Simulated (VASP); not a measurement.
# Si (P1) in VASP: a series of runs, part 2 of 2

VASP 6.6.1. Earlier steps stand in the parts before.

## (5) Molecular dynamics, LDA

INCAR reads:

```
ALGO = Normal ; ANDERSEN_PROB = 0.0
EDIFF = 1E-5 ; ENCUT = 520
IBRION = 0 ; ISIF = 2
ISMEAR = -1 ; ISYM = 0
LASPH = True ; LCHARG = False
LREAL = Auto ; LWAVE = False
MDALGO = 1 ; NELM = 100
NELMIN = 4 ; NSW = 40
POTIM = 2.25 ; PREC = Accurate
RANDOM_SEED = 915508 0 0 ; SIGMA = 0.36
TEBEG = 2520.0 ; TEEND = 2520.0
```

KPOINTS reads:

```
k-points
0
Gamma
  2 2 2
```

POSCAR reads:

```
Si
1.0
    0.0000000000      5.5190320000      5.5190320000
    5.5190320000      0.0000000000      5.5190320000
    5.5190320000      5.5190320000      0.0000000000
Si
16
Direct
   -0.0289969000      0.0268875500     -0.0007076000
    0.1663263100      0.1433575200      0.0811795100
    0.0911025500     -0.0201579000      0.4388440600
    0.1609188400      0.0907854200      0.6361999000
   -0.0124236600      0.5237972800     -0.0152003500
    0.1178799600      0.6619640000      0.1092811200
    0.0273245800      0.4721886600      0.5071027400
    0.1333416000      0.6448143900      0.6229403300
    0.5812357700      0.0410950800     -0.0761308200
    0.6116784700      0.1741927500      0.1230294800
    0.5386141600      0.0181315200      0.4721610600
    0.7464041400      0.1462420800      0.5463340700
    0.4460993300      0.5757657200      0.0368552900
    0.6047001400      0.6988776500      0.1013608200
    0.5349464000      0.5319285600      0.5159379800
    0.6429817300      0.5976556500      0.6780415900
```

Potentials or basis: VASP PAW LDA potentials, release 64 (Si).

The run is started by

```bash
$ cat potpaw_LDA.64/Si/POTCAR > POTCAR
$ mpirun -np 1 vasp_std > vasp.out
```

OUTCAR:

```text
EDIFF = 1E-5
   ENCUT = 520
   IBRION = 0
   ISIF = 2
   ISMEAR = -1
   ISYM = 0
   LASPH = True
   LREAL = Auto
   NELM = 100
   NELMIN = 4
   NSW = 40
   POTIM = 2.25
   PREC = Accurate
   TEBEG = 2520.0

 ion  position               nearest neighbor table
   1  0.971  0.027  0.999-  10 2.30   6 2.33   4 2.37   2 2.55
   2  0.166  0.143  0.081-   3 2.31   5 2.45   1 2.55   9 2.66
   3  0.091  0.980  0.439-   8 2.21  12 2.23   2 2.31   4 2.46
   4  0.161  0.091  0.636-   1 2.37   7 2.43  11 2.44   3 2.46
   5  0.988  0.524  0.985-   8 2.31   2 2.45  14 2.46   6 2.50
   6  0.118  0.662  0.109-  13 2.13   1 2.33   5 2.50   7 2.57
[... 8 lines left out ...]
  15  0.535  0.532  0.516-  16 2.17  12 2.56   8 2.58  14 2.68
  16  0.643  0.598  0.678-  15 2.17  13 2.39   7 2.47  11 2.72

IMPORTANT INFORMATION: All symmetrisations will be switched off!
NOSYMM: (Re-)initialisation of all symmetry stuff for point group C_1.
[... 336 lines left out ...]

 number of electron      64.0000000 magnetization

------------------------ aborting loop because EDIFF is reached ----------------------------------------
[... 115 lines left out ...]
--------------------------------------- Ionic step       40  -------------------------------------------

 number of electron      64.0000000 magnetization

 Free energy of the ion-electron system (eV)
  ---------------------------------------------------
  ext. energy  EPLUGINS =         0.00000000
  ---------------------------------------------------
  free energy    TOTEN  =       -88.23070774 eV

  energy without entropy =      -85.44337548  energy(sigma->0) =      -86.83704161

 E-fermi :   5.4608     XC(G=0):  -9.4909

 val. band max:        5.3457106494   @ k =   0.5000   0.5000   0.0000
 cond. band min:       5.5467942754   @ k =   0.0000   0.0000   0.0000
 fundamental gap:      0.2010836261
 Fermi energy:         5.4608166676

 k-point     1 :       0.0000    0.0000    0.0000
  band No.  band energies     occupation
      1      -6.5627      2.00000
      2      -4.6965      2.00000
      3      -4.4363      2.00000
      4      -4.0825      2.00000
      5      -3.7140      2.00000
      6      -3.2208      2.00000
[... 390 lines left out ...]
  ENERGY OF THE ELECTRON-ION-THERMOSTAT SYSTEM (eV)
  ---------------------------------------------------
% ion-electron   TOTEN  =       -88.230708  see above
  kinetic energy EKIN   =         2.904861
  kin. lattice  EKIN_LAT=         0.000000  (temperature 1498.19 K)
  nose potential ES     =         0.000000
  nose kinetic   EPS    =         0.000000
  ---------------------------------------------------
  total energy   ETOTAL =       -85.325847 eV
```

CONTCAR:

```text
Si
   1.00000000000000
     0.0000000000000000    5.5190320000000002    5.5190320000000002
     5.5190320000000002    0.0000000000000000    5.5190320000000002
     5.5190320000000002    5.5190320000000002    0.0000000000000000
  Si
    16
Direct
     1.0680572194481561   -0.0493755061849667    0.9595470284915558
     0.2006347098039754    0.1726984457946955   -0.0227179782140126
     0.0920333547663544    1.0528433331686071    0.4011924999306948
     0.1710949710243506    0.1566727933358835    0.5888143999522095
     0.9704291904196215    0.4875493016188073    1.0174796966227846
     0.0871499509411803    0.6221880036528634    0.1464805960848576
[... 8 lines left out ...]
     0.5610266003416342    0.4966139480096674    0.4892424261677691
     0.5859437660696506    0.6732757689410708    0.6234373014023976

 -0.51768732E-02  0.59772273E-02  0.18008625E-02
  0.78693773E-02 -0.41982396E-02 -0.72434335E-02
 -0.23011205E-02 -0.11404463E-02 -0.46863207E-03
  0.31478270E-02  0.10271356E-02 -0.59251550E-02
 -0.58354588E-02 -0.36491887E-02  0.32217159E-02
  0.31091763E-02  0.71923713E-03  0.69363357E-02
[... 8 lines left out ...]
 -0.11961779E-01  0.45097051E-02 -0.54535090E-02
  0.47582084E-02  0.95430033E-02  0.13500413E-02

           1
   2.25000000000000
  0.10000000E+01  0.00000000E+00  0.00000000E+00  0.00000000E+00
  0.70697960E-01  0.94871793E+00  0.95934308E+00
  0.19669834E+00  0.17368181E+00  0.97950685E+00
  0.92174421E-01  0.52511215E-01  0.40058650E+00
  0.16945490E+00  0.15589729E+00  0.59087321E+00
  0.97153155E+00  0.48776037E+00  0.14889630E-01
  0.88076689E-01  0.62408907E+00  0.14584708E+00
[... 40 lines left out ...]
  0.00000000E+00  0.00000000E+00  0.00000000E+00
  0.00000000E+00  0.00000000E+00  0.00000000E+00
```

Run time: 35 min. Hardware: 1 thread of AMD EPYC 9R45 (Zen 5), shared host; peak memory 0.47 GiB.

The path:
| step | potential energy change (eV) | largest force (eV/Å) | pressure (GPa) | volume (Å³) | temperature (K) |
| --- | --- | --- | --- | --- | --- |
| 1 | 0.0000 | 3.4983 | -4.13 | 336.22 | 2440 |
| 2 | 0.2892 | 3.5059 | -3.89 | 336.22 | 2291 |
| 3 | 0.5816 | 3.5682 | -3.67 | 336.22 | 2141 |
| 4 | 0.8538 | 4.0244 | -3.46 | 336.22 | 2002 |
| 5 | 1.0866 | 4.3176 | -3.30 | 336.22 | 1882 |
| 6 | 1.2671 | 4.3979 | -3.19 | 336.22 | 1789 |
| 7 | 1.3931 | 4.2308 | -3.14 | 336.22 | 1724 |
| 8 | 1.4738 | 3.8666 | -3.12 | 336.22 | 1682 |
| 9 | 1.5246 | 3.3910 | -3.15 | 336.22 | 1655 |
| 10 | 1.5574 | 3.3504 | -3.20 | 336.22 | 1638 |
| 11 | 1.5720 | 3.6562 | -3.29 | 336.22 | 1631 |
| 12 | 1.5540 | 3.7657 | -3.43 | 336.22 | 1641 |
| 13 | 1.4807 | 4.5143 | -3.64 | 336.22 | 1680 |
| 14 | 1.3329 | 5.0546 | -3.94 | 336.22 | 1756 |
| 15 | 1.1088 | 5.1826 | -4.32 | 336.22 | 1871 |
| 16 | 0.8349 | 4.9009 | -4.76 | 336.22 | 2010 |
| 17 | 0.5614 | 4.3160 | -5.18 | 336.22 | 2149 |
| 18 | 0.3477 | 3.5878 | -5.54 | 336.22 | 2258 |
| 19 | 0.2437 | 2.8679 | -5.76 | 336.22 | 2311 |
| 20 | 0.2769 | 2.4191 | -5.83 | 336.22 | 2294 |
| 21 | 0.4460 | 2.9869 | -5.73 | 336.22 | 2207 |
| 22 | 0.7216 | 3.7567 | -5.51 | 336.22 | 2067 |
| 23 | 1.0526 | 4.4012 | -5.21 | 336.22 | 1898 |
| 24 | 1.3776 | 4.8437 | -4.91 | 336.22 | 1733 |
| 25 | 1.6386 | 5.0175 | -4.67 | 336.22 | 1599 |
| 26 | 1.7953 | 4.8948 | -4.53 | 336.22 | 1519 |
| 27 | 1.8346 | 4.4798 | -4.52 | 336.22 | 1498 |
| 28 | 1.7721 | 4.0369 | -4.62 | 336.22 | 1529 |
| 29 | 1.6430 | 3.5100 | -4.79 | 336.22 | 1594 |
| 30 | 1.4899 | 2.8706 | -5.00 | 336.22 | 1672 |
| 31 | 1.3510 | 2.5462 | -5.19 | 336.22 | 1743 |
| 32 | 1.2523 | 2.7237 | -5.34 | 336.22 | 1793 |
| 33 | 1.2053 | 2.9986 | -5.43 | 336.22 | 1818 |
| 34 | 1.2093 | 3.2778 | -5.44 | 336.22 | 1816 |
| 35 | 1.2571 | 3.4671 | -5.39 | 336.22 | 1792 |
| 36 | 1.3388 | 3.4959 | -5.29 | 336.22 | 1750 |
| 37 | 1.4458 | 3.3371 | -5.12 | 336.22 | 1695 |
| 38 | 1.5699 | 3.0076 | -4.92 | 336.22 | 1631 |
| 39 | 1.7020 | 2.6632 | -4.69 | 336.22 | 1563 |
| 40 | 1.8287 | 2.9649 | -4.44 | 336.22 | 1498 |

Caveat: the k points lie up to 0.49 Å⁻¹ apart.
